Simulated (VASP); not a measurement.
Write the native input for VASP 6.6.1 that does the following.

| Quantity | Value |
| --- | --- |
| Task | relaxation of cell and atoms |
| Functional | PBEsol |
| Potentials or basis | VASP PAW PBE potentials, release 64 (Hf_pv, B) |
| Cutoff | 600 eV |
| k mesh | 10 × 10 × 10 |
| Occupations | fermi-dirac, width 0.05 eV |
| Spin | no spin polarisation |
| Target pressure | 10 GPa |
| Dipole correction | no |
| Further INCAR settings | ALGO = Normal; EDIFF = 1e-06; IBRION = 2; EDIFFG = -0.01; NSW = 60; ISIF = 3 |

The structure of HfB lies in POSCAR:

```
HfB
1.0
    0.0000000000      2.3100000000      2.3100000000
    2.3100000000      0.0000000000      2.3100000000
    2.3100000000      2.3100000000      0.0000000000
Hf B
1 1
Direct
    0.5000000000      0.5000000000      0.5000000000
    0.0000000000      0.0000000000      0.0000000000
```

The input as run:

INCAR

```
ALGO = Normal
EDIFF = 1E-6
EDIFFG = -0.01
ENCUT = 600
GGA = PS
IBRION = 2
ISIF = 3
ISMEAR = -1
LASPH = T
LCHARG = F
LREAL = F
LWAVE = F
NELM = 60
NSW = 60
PREC = Accurate
PSTRESS = 100.0
SIGMA = 0.05
```

KPOINTS

```
k-points
0
Gamma
  10 10 10
```

Potentials or basis: VASP PAW PBE potentials, release 64 (Hf_pv, B).

Launch:

```sh
$ cat potpaw_PBE.64/Hf_pv/POTCAR potpaw_PBE.64/B/POTCAR > POTCAR
$ mpirun -np 1 vasp_std > vasp.out
```

Results of the run:

```
Relaxed volume                                         : 13.07 Å³/atom
Relaxed cell                                           : a = 3.332 Å, b = 3.332 Å, c = 3.332 Å, α = 60.00°, β = 60.00°, γ = 60.00°
Space group after relaxing (to 0.05 Å)                 : Fm-3m (No. 225)
Energy change on relaxing (the enthalpy is what falls) : -78.5 meV/atom
Ionic steps                                            : 4
Pressure after relaxing                                : 10.0 GPa
```

Caveat: the cell is relaxed towards a set pressure, so the enthalpy falls and the energy may rise; the PAW data sets were made with another functional, which shifts forces and pressure a little.

Run time: 37 s on 1 thread of Intel(R) Xeon(R) Platinum 8259CL CPU @ 2.50GHz (Skylake/Cascade Lake) (shared host), peak memory 0.17 GiB.
